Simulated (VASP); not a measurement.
A run of VASP 6.6.1 is set up as follows.

The input INCAR:

```
PREC = Accurate
ENCUT = 520
EDIFF = 1E-6
ISMEAR = -1
SIGMA = 0.1
LREAL = False
LASPH = True
NELM = 100
ALGO = Normal
ISIF = 2
LWAVE = False
LCHARG = False
GGA = PE
NBANDS = 15
```

File KPOINTS:

```
Automatic mesh
0
Gamma
  24 24 13
```

File POSCAR:

```
Fe
1.0
    2.3940765016      0.0000000000      0.0000000000
   -1.1970382508      2.0733310690      0.0000000000
    0.0000000000      0.0000000000      3.7858757493
Fe
2
Direct
    0.3333333333      0.6666666667      0.2500000000
    0.6666666667      0.3333333333      0.7500000000
```

Potentials or basis: VASP PAW PBE potentials, release 64 (Fe).

Command:

```console
$ cat potpaw_PBE.64/Fe/POTCAR > POTCAR
$ mpirun -np 1 vasp_std > vasp.out
```

(1) What does it give for the band gap on the k mesh?

(2) Predict the pressure.

## Answers

(1) zero (bands 8 and 9 overlap by 2.12 eV).

(2) 28.1 GPa.

Caveat: the cell stands under pressure; the run has no spin polarisation, though such a crystal can be magnetic.
